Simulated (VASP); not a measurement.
A run of VASP 6.6.1 is set up as follows.

The input INCAR:

```
PREC = Accurate
ENCUT = 600
EDIFF = 1E-6
ISMEAR = -1
SIGMA = 0.05
LREAL = F
LASPH = T
NELM = 100
ALGO = Normal
ISIF = 4
LWAVE = F
LCHARG = F
GGA = PE
IBRION = 2
NSW = 50
EDIFFG = -0.005
```

Contents of KPOINTS:

```
regular mesh
0
Gamma
  17 17 15
```

POSCAR

```
Ru
1.0
    2.6183262769      0.0000000000      0.0000000000
   -1.3091631384      2.2675370712      0.0000000000
    0.0000000000      0.0000000000      2.4066515238
Ru
1
Direct
    0.0000000000      0.0000000000      0.0000000000
```

Potentials or basis: VASP PAW PBE potentials, release 64 (Ru_pv).

The run is started by

```bash
$ cat potpaw_PBE.64/Ru_pv/POTCAR > POTCAR
$ mpirun -np 1 vasp_std > vasp.out
```

Q: Predict the band gap on the k mesh.

A: Zero (bands 7 and 8 overlap by 3.63 eV).

Stress tensor (GPa, compression positive):
```
14.35  0.00  0.00
 0.00 14.35  0.00
 0.00  0.00 14.27
```
